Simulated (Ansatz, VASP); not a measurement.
# InSe: VASP beside Ansatz

```xyz
4
Lattice="5.7481 -2.0130 0.0000 5.7481 2.0130 0.0000 -1.5668 0.0000 4.2354" Properties=species:S:1:pos:R:3 pbc="T T T"
In   10.1548    0.0000    0.0212
In   -0.2254    0.0000    4.2142
Se    6.5816    0.0000    2.7191
Se    3.3478    0.0000    1.5163
```

Change from the starting cell: volume scaled by 0.94.

Alike in both runs: task single point; functional PBEsol; k mesh 7 × 7 × 6; occupations fermi-dirac, width 0.02 eV; no spin polarisation.

|  | VASP | Ansatz |
| --- | --- | --- |
| version | VASP 6.6.1 | Ansatz 0.2.0 |
| potentials or method | VASP PAW PBE potentials, release 64 (In_d, Se), cutoff 520 eV | all-electron LAPW, scalar-relativistic |

```tsv
	VASP	Ansatz	Ansatz less VASP
gap on the k mesh at the Fermi level (eV)	1.03	1.03	+0.005
pressure (GPa)	4.1	4.0	-0.10
traceless stress, the component that is largest in VASP (GPa)	3.29	3.29	-0.004
rms of the force components (eV/Å)	0.481	0.476	-0.0046
```

VASP's potentials were made for PBE, not for PBEsol. Atom by atom the forces differ by 0.011 eV/Å (rms over components). Ansatz ran all-electron here, and VASP with PAW potentials.
